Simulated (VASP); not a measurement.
# MgO (Periclase) (Fm-3m) in VASP: a series of runs

The runs below take MgO (Periclase) through single point, with PBE, r2SCAN.

Everything below comes from runs of VASP 6.6.1. Logs are shortened: lines on timing, memory, paths and dates and some standing lists are left out, and cuts for length are marked.

**What was measured.**

“Electronic structure of alkaline earth and post-transition metal oxides”, 2009, arxiv:0908.1581 quotes, for a bulk crystal of MgO: band gap 7.83 eV.

How close the calculation comes is told below.

## Step 1: The cell of the first run

Symmetry: Fm-3m, No. 225, cubic system. The conventional cell has a = 4.204 Å, b = 4.204 Å, c = 4.204 Å, α = 90.00°, β = 90.00°, γ = 90.00°. Mg (site symmetry m-3m) has 6 O at 2.10 Å within 2.8 Å. Within 2.8 Å of O (site symmetry m-3m) lie 6 Mg at 2.10 Å.

## Step 2: Single point, PBE

The input, INCAR:

```
SYSTEM = MgO
PREC = Accurate
ENCUT = 520
EDIFF = 1E-6
ISMEAR = 0
SIGMA = 0.01
LREAL = .FALSE.
LASPH = .TRUE.
NELM = 60
ALGO = Normal
ISIF = 2
LWAVE = .FALSE.
LCHARG = .TRUE.
GGA = PE
LELF = .TRUE.
LVHAR = .TRUE.
NBANDS = 11
```

The input, KPOINTS:

```
Automatic mesh
0
G
  8 8 8
  0 0 0
```

The input, POSCAR:

```
MgO
1.0
    0.0000000000      2.1021680256      2.1021680256
    2.1021680256      0.0000000000      2.1021680256
    2.1021680256      2.1021680256      0.0000000000
Mg O
1 1
Direct
    0.0000000000      0.0000000000      0.0000000000
    0.5000000000      0.5000000000      0.5000000000
```

Potentials or basis: VASP PAW PBE potentials, release 64 (Mg, O).

Run with:

```
$ cat potpaw_PBE.64/Mg/POTCAR potpaw_PBE.64/O/POTCAR > POTCAR
$ mpirun -np 1 vasp_std > vasp.out
```

OUTCAR:

```text
SYSTEM = MgO
   PREC = Accurate
   ENCUT = 520
   EDIFF = 1E-6
   ISMEAR = 0
   LREAL = .FALSE.
   LASPH = .TRUE.
   NELM = 60
   ISIF = 2
   GGA = PE

 ion  position               nearest neighbor table
   1  0.000  0.000  0.000-   2 2.10   2 2.10   2 2.10   2 2.10   2 2.10   2 2.10
   2  0.500  0.500  0.500-   1 2.10   1 2.10   1 2.10   1 2.10   1 2.10   1 2.10

  LATTYP: Found a face centered cubic cell.
 ALAT       =     4.2043360512

  Lattice vectors:

 A1 = (   0.0000000000,   2.1021680256,   2.1021680256)
 A2 = (   2.1021680256,   0.0000000000,   2.1021680256)
 A3 = (   2.1021680256,   2.1021680256,   0.0000000000)

Analysis of symmetry for initial positions (statically):
=====================================================================
 Subroutine PRICEL returns:
 Original cell was already a primitive cell.

 Routine SETGRP: Setting up the symmetry group for a
 face centered cubic supercell.

 Subroutine GETGRP returns: Found 48 space group operations
 (whereof 48 operations were pure point group operations)
 out of a pool of 48 trial point group operations.

The static configuration has the point symmetry O_h .

Analysis of symmetry for dynamics (positions and initial velocities):
=====================================================================
 Subroutine PRICEL returns:
 Original cell was already a primitive cell.

 Routine SETGRP: Setting up the symmetry group for a
 face centered cubic supercell.

 Subroutine GETGRP returns: Found 48 space group operations
 (whereof 48 operations were pure point group operations)
 out of a pool of 48 trial point group operations.

The dynamic configuration has the point symmetry O_h .

 Subroutine INISYM returns: Found 48 space group operations
 (whereof 48 operations are pure point group operations),
 and found     1 'primitive' translations

----------------------------------------------------------------------------------------

                                     Primitive cell

  volume of cell :      18.5794

  direct lattice vectors                    reciprocal lattice vectors
     0.000000000  2.102168026  2.102168026    -0.237849684  0.237849684  0.237849684
     2.102168026  0.000000000  2.102168026     0.237849684 -0.237849684  0.237849684
     2.102168026  2.102168026  0.000000000     0.237849684  0.237849684 -0.237849684

  length of vectors
     2.972914532  2.972914532  2.972914532     0.411967737  0.411967737  0.411967737

  position of ions in fractional coordinates (direct lattice)
     0.000000000  0.000000000  0.000000000
     0.500000000  0.500000000  0.500000000

  ion indices of the primitive-cell ions
   primitive index   ion index
                 1           1
                 2           2

----------------------------------------------------------------------------------------

 KPOINTS: Automatic mesh

Automatic generation of k-mesh.
 Grid dimensions read from file:
 generate k-points for:    8    8    8

 Generating k-lattice:

  Cartesian coordinates                     Fractional coordinates (reciprocal lattice)
    -0.029731210  0.029731210  0.029731210     0.125000000  0.000000000  0.000000000
     0.029731210 -0.029731210  0.029731210     0.000000000  0.125000000  0.000000000
     0.029731210  0.029731210 -0.029731210     0.000000000  0.000000000  0.125000000

  Length of vectors
     0.051495967  0.051495967  0.051495967

  Shift w.r.t. Gamma in fractional coordinates (k-lattice)
     0.000000000  0.000000000  0.000000000

 Subroutine IBZKPT returns following result:
 ===========================================

 Found     29 irreducible k-points:

 Following reciprocal coordinates:
            Coordinates               Weight
  0.000000  0.000000  0.000000      1.000000
  0.125000  0.000000  0.000000      8.000000
  0.250000  0.000000  0.000000      8.000000
  0.375000  0.000000  0.000000      8.000000
  0.500000  0.000000  0.000000      4.000000
  0.125000  0.125000  0.000000      6.000000
[... 16 lines left out ...]
  0.500000  0.250000  0.125000     48.000000
 -0.375000  0.250000  0.125000     24.000000
 [... further k-points ...]
   k-points           NKPTS =     29   k-points in BZ     NKDIM =     29   number of bands    NBANDS=     11
   number of dos      NEDOS =    301   number of ions     NIONS =      2
   total plane-waves  NPLWV =  13824
   dimension x,y,z NGX =    24 NGY =   24 NGZ =   24
   dimension x,y,z NGXF=    48 NGYF=   48 NGZF=   48
   ions per type =               1   1
   NGX,Y,Z   is equivalent  to a cutoff of  13.42, 13.42, 13.42 a.u.
   NGXF,Y,Z  is equivalent  to a cutoff of  26.84, 26.84, 26.84 a.u.
 SYSTEM =  MgO
   PREC   = accura    normal or accurate (medium, high low for compatibility)
   ISTART =      0    job   : 0-new  1-cont  2-samecut
   ICHARG =      2    charge: 1-file 2-atom 10-const
   ISPIN  =      1    spin polarized calculation?
   LNONCOLLINEAR =      F non collinear calculations
   LSORBIT =      F    spin-orbit coupling
   LASPH  =      T    aspherical Exc in radial PAW
   ENCUT  =  520.0 eV  38.22 Ry    6.18 a.u.   5.53  5.53  5.53*2*pi/ulx,y,z
   NELM   =     60;   NELMIN=  2; NELMDL= -5     # of ELM steps
   EDIFF  = 0.1E-05   stopping-criterion for ELM
   LREAL  =      F    real-space projection
   EDIFFG = 0.1E-04   stopping-criterion for IOM
   NSW    =      0    number of steps for IOM
   IBRION =     -1    ionic relax: 0-MD 1-quasi-New 2-CG
   NFREE  =      0    steps in history (QN), initial steepest desc. (CG)
   ISIF   =      2    stress and relaxation
   ISYM   =      2    0-nonsym 1-usesym 2-fastsym
   POTIM  = 0.5000    time-step for ionic-motion
   TEBEG  =    0.0;   TEEND  =   0.0 temperature during run
   PSTRESS=    0.0 pullay stress
   NELECT =       8.0000    total number of electrons
   NUPDOWN=      -1.0000    fix difference up-down
   EMIN   =  10.00;   EMAX   =-10.00  energy-range for DOS
   EFERMI =   0.00;   METHOD = LEGACY
   ISMEAR =     0;   SIGMA  =   0.01  broadening in eV -4-tet -1-fermi 0-gaus
   EFERMI_NEDOS =   21; number of points for ismear=-14 and -15
   IALGO  =     38    algorithm
   IMIX   =      4    mixing-type and parameters
     AMIX     =   0.40;   BMIX     =  1.00
     AMIX_MAG =   1.60;   BMIX_MAG =  1.00
  volume/ion in A,a.u.               =       9.29        62.69
  Fermi-wavevector in a.u.,A,eV,Ry     =   1.236215  2.336108 20.792804  1.528228
  Thomas-Fermi vector in A             =   2.370833
   LORBIT       =      0    0 simple, 1 ext, 2 COOP (PROOUT), +10 PAW based schemes
   GGA     = PE    functional components
   LHFCALC =     F    Hartree Fock is set to
   AEXX    =    0.0000 exact exchange contribution
   IVDW    =     0    specifies the selected vdW correction
   LEPSILON=     F    determine dielectric tensor
   LRPA    =     F    only Hartree local field effects (RPA)
 non-spin polarized calculation
 Gauss-broadening in eV      SIGMA  =   0.01
  energy-cutoff  :      520.00
  volume of cell :       18.58
 maximum number of plane-waves:       531
 NGX is ok and might be reduce to    24
   NGX = 11   NGY = 11   NGZ = 11

 number of electron       8.0000004 magnetization

 Free energy of the ion-electron system (eV)
  ---------------------------------------------------
  ext. energy  EPLUGINS =         0.00000000
  ---------------------------------------------------
  free energy    TOTEN  =       -11.90255475 eV

  energy without entropy =      -11.90255475  energy(sigma->0) =      -11.90255475

 E-fermi :   3.2887     XC(G=0): -11.1047

 val. band max:        3.2285669781   @ k =   0.0000   0.0000   0.0000
 cond. band min:       8.0087151211   @ k =   0.0000   0.0000   0.0000
 fundamental gap:      4.7801481430
 Fermi energy:         3.2887408197

 k-point     1 :       0.0000    0.0000    0.0000
  band No.  band energies     occupation
      1     -14.0633      2.00000
      2       3.2286      2.00000
      3       3.2286      2.00000
      4       3.2286      2.00000
      5       8.0087      0.00000
      6      19.0594      0.00000
      7      19.0594      0.00000
      8      19.0594      0.00000
      9      22.9907      0.00000
     10      24.7714      0.00000
     11      24.7714      0.00000

 k-point     2 :       0.1250    0.0000    0.0000
  band No.  band energies     occupation
      1     -13.8983      2.00000
      2       2.2724      2.00000
      3       3.1245      2.00000
      4       3.1245      2.00000
      5       8.9225      0.00000
      6      17.3787      0.00000
      7      19.4217      0.00000
      8      19.4217      0.00000
      9      23.8133      0.00000
     10      23.8133      0.00000
     11      25.1708      0.00000

 k-point     3 :       0.2500    0.0000    0.0000
  band No.  band energies     occupation
      1     -13.4698      2.00000
      2       0.5594      2.00000
      3       2.8847      2.00000
      4       2.8847      2.00000
      5      10.3673      0.00000
      6      15.8394      0.00000
      7      19.9271      0.00000
      8      19.9271      0.00000
      9      23.4230      0.00000
     10      23.4230      0.00000
     11      25.3119      0.00000

 k-point     4 :       0.3750    0.0000    0.0000
  band No.  band energies     occupation
      1     -12.9863      2.00000
      2      -0.8580      2.00000
      3       2.6592      2.00000
      4       2.6592      2.00000
      5      11.0703      0.00000
      6      15.6609      0.00000
      7      19.7627      0.00000
      8      19.7627      0.00000
      9      24.5178      0.00000
     10      24.7408      0.00000
     11      24.7408      0.00000

 k-point     5 :       0.5000    0.0000    0.0000
  band No.  band energies     occupation
      1     -12.7651      2.00000
      2      -1.4119      2.00000
      3       2.5694      2.00000
      4       2.5694      2.00000
      5      11.1603      0.00000
      6      15.8983      0.00000
      7      19.5960      0.00000
      8      19.5960      0.00000
      9      24.2033      0.00000
     10      25.8012      0.00000
     11      25.8012      0.00000
[... 211 lines left out ...]
 k-point    21 :       0.5000    0.5000    0.0000
  band No.  band energies     occupation
      1     -12.5047      2.00000
      2      -0.8778      2.00000
      3       1.8727      2.00000
      4       1.8727      2.00000
      5      12.3549      0.00000
      6      13.2581      0.00000
      7      16.3872      0.00000
      8      22.2864      0.00000
      9      22.2864      0.00000
     10      28.6439      0.00000
     11      30.1440      0.00000

 k-point    22 :       0.3750    0.2500    0.1250
  band No.  band energies     occupation
      1     -13.1630      2.00000
      2       0.2002      2.00000
      3       2.0697      2.00000
      4       2.6089      2.00000
      5      11.7771      0.00000
      6      14.7394      0.00000
      7      18.3714      0.00000
      8      20.8400      0.00000
      9      21.3927      0.00000
     10      25.7345      0.00000
     11      29.1504      0.00000

 k-point    23 :       0.5000    0.2500    0.1250
  band No.  band energies     occupation
      1     -12.7823      2.00000
      2      -0.4960      2.00000
      3       1.4909      2.00000
      4       2.3549      2.00000
      5      12.7708      0.00000
      6      14.9219      0.00000
      7      17.2105      0.00000
      8      20.4405      0.00000
      9      22.9747      0.00000
     10      25.7088      0.00000
     11      29.3430      0.00000

 k-point    24 :      -0.3750    0.2500    0.1250
  band No.  band energies     occupation
      1     -12.6130      2.00000
      2      -0.7925      2.00000
      3       1.2823      2.00000
      4       2.2349      2.00000
      5      12.9400      0.00000
      6      15.4814      0.00000
      7      16.7782      0.00000
      8      20.1945      0.00000
      9      23.8201      0.00000
     10      25.3818      0.00000
     11      29.4786      0.00000

 [... further k-points ...]
[... 5 lines left out ...]
  --------------------------------------------------------------------------------------
  -------------------------------------------------------------------------------------
  Total        0.5668624      0.5668624      0.5668624      0.0000000      0.0000000      0.0000000
  in kB       48.8827904     48.8827904     48.8827904      0.0000000      0.0000000      0.0000000
  external PRESSURE =      48.8827904 kB  Pullay stress =       0.0000000 kB

 VOLUME and BASIS-vectors are now :
 -----------------------------------------------------------------------------
  energy-cutoff  :      520.00
  volume of cell :       18.58
      direct lattice vectors                 reciprocal lattice vectors
     0.000000000  2.102168026  2.102168026    -0.237849684  0.237849684  0.237849684
     2.102168026  0.000000000  2.102168026     0.237849684 -0.237849684  0.237849684
     2.102168026  2.102168026  0.000000000     0.237849684  0.237849684 -0.237849684

 POSITION                                       TOTAL-FORCE (eV/Angst)
 -----------------------------------------------------------------------------------
      0.00000      0.00000      0.00000         0.000000      0.000000     -0.000000
      2.10217      2.10217      2.10217        -0.000000     -0.000000      0.000000
 -----------------------------------------------------------------------------------
    total drift:                               -0.000000     -0.000000      0.000000

  FREE ENERGIE OF THE ION-ELECTRON SYSTEM (eV)
  ---------------------------------------------------
  free  energy   TOTEN  =       -11.9025547503 eV

  energy  without entropy=      -11.9025547503  energy(sigma->0) =      -11.90255475
```

It took 9.5 s on 1 thread of AMD EPYC 7R13, shared host; peak memory 0.11 GiB.

What came out:

| Quantity | Value |
| --- | --- |
| Free energy | -11.9026 eV |
| Pressure | 4.9 GPa |
| Band gap on the k mesh | 4.78 eV, direct |

Expect the measured gap to be larger: semilocal functionals such as PBE lack the derivative discontinuity.

## Step 3: Single point, PBE

The input, INCAR:

```
  PREC = Accurate
  ENCUT = 520
  EDIFF = 1E-6
  ISMEAR = 0
  SIGMA = 0.01
  LREAL = False
  LASPH = True
  NELM = 60
  ALGO = Normal
  ISIF = 2
  LWAVE = False
  LCHARG = False
  GGA = PE
  NBANDS = 11
```

The input, KPOINTS:

```
regular mesh
0
Gamma
  8 8 8
```

POSCAR is that of step 2.

Potentials or basis: VASP PAW PBE potentials, release 64 (Mg, O).

Run with:

```
$ cat potpaw_PBE.64/Mg/POTCAR potpaw_PBE.64/O/POTCAR > POTCAR
$ mpirun -np 1 vasp_std > vasp.out
```

Run time: 9.2 s. Hardware: 1 thread of AMD EPYC 7R13, shared host; peak memory 0.11 GiB.

The run converged. Its results:

- Free energy: -11.9026 eV
- Pressure: 4.9 GPa
- Band gap on the k mesh: 4.78 eV, direct

Levels at points of the mesh, in eV from the valence-band top:
```tsv
k point	band 1	band 2	band 3	band 4	band 5	band 6	band 7	band 8
(0.00, 0.00, 0.00)	-17.29	0.00	0.00	0.00	4.78	15.83	15.83	15.83
(0.50, 0.00, 0.00)	-15.99	-4.64	-0.66	-0.66	7.93	12.67	16.37	16.37
(0.50, 0.50, 0.00)	-15.73	-4.11	-1.36	-1.36	9.13	10.03	13.16	19.06
```

PBE gaps usually lie below the measured ones, often by a third to a half.

## Step 4: Single point, r2SCAN

POSCAR is that of step 3.

The input, INCAR.step1:

```
PREC = Accurate
ENCUT = 520
ISMEAR = 0
SIGMA = 0.01
LREAL = F
LASPH = T
NELM = 80
NBANDS = 11
GGA = PE
ALGO = Normal
EDIFF = 1E-4
LWAVE = T
LCHARG = F
```

The input, INCAR.step2:

```
PREC = Accurate
ENCUT = 520
EDIFF = 1E-7
ISMEAR = 0
SIGMA = 0.01
LREAL = F
LASPH = T
NELM = 80
ALGO = Normal
ISIF = 2
LWAVE = F
LCHARG = T
METAGGA = R2SCAN
LMIXTAU = T
LELF = T
LVHAR = T
NBANDS = 11
ISTART = 1
```

The input, KPOINTS:

```
Automatic mesh
0
Gamma
  8 8 8
```

Run with:

```
$ cat potpaw_PBE.64/Mg/POTCAR potpaw_PBE.64/O/POTCAR > POTCAR
$ cp INCAR.step1 INCAR
$ mpirun -np 1 vasp_std > vasp.out
$ cp INCAR.step2 INCAR
$ mpirun -np 1 vasp_std > vasp.out
```

Wall time 57 s (1 thread of AMD EPYC 7R13, shared host); peak memory 0.12 GiB.

The run converged. Its results:

- Free energy: -16.1611 eV
- Pressure: -1.1 GPa
- Band gap on the k mesh: 5.66 eV, direct

Levels at points of the mesh, in eV from the valence-band top:
| k point | band 2 | band 3 | band 4 | band 5 | band 6 | band 7 |
| --- | --- | --- | --- | --- | --- | --- |
| (0.00, 0.00, 0.00) | 0.00 | 0.00 | 0.00 | 5.66 | 16.87 | 16.87 |
| (0.50, 0.00, 0.00) | -4.64 | -0.68 | -0.68 | 8.84 | 13.87 | 17.48 |
| (0.50, 0.50, 0.00) | -4.12 | -1.38 | -1.38 | 10.04 | 11.12 | 14.35 |

Caveat: the PAW data sets were made with another functional, which shifts forces and pressure a little.

## Step 5: How close it comes

Step 4. Measured gap of MgO: 7.83 eV (quoted in “Electronic structure of alkaline earth and post-transition metal oxides”, 2009, arxiv:0908.1581). This calculation gives 5.66 eV (-2.17 eV). The value is that of r2SCAN, without temperature or zero-point motion.
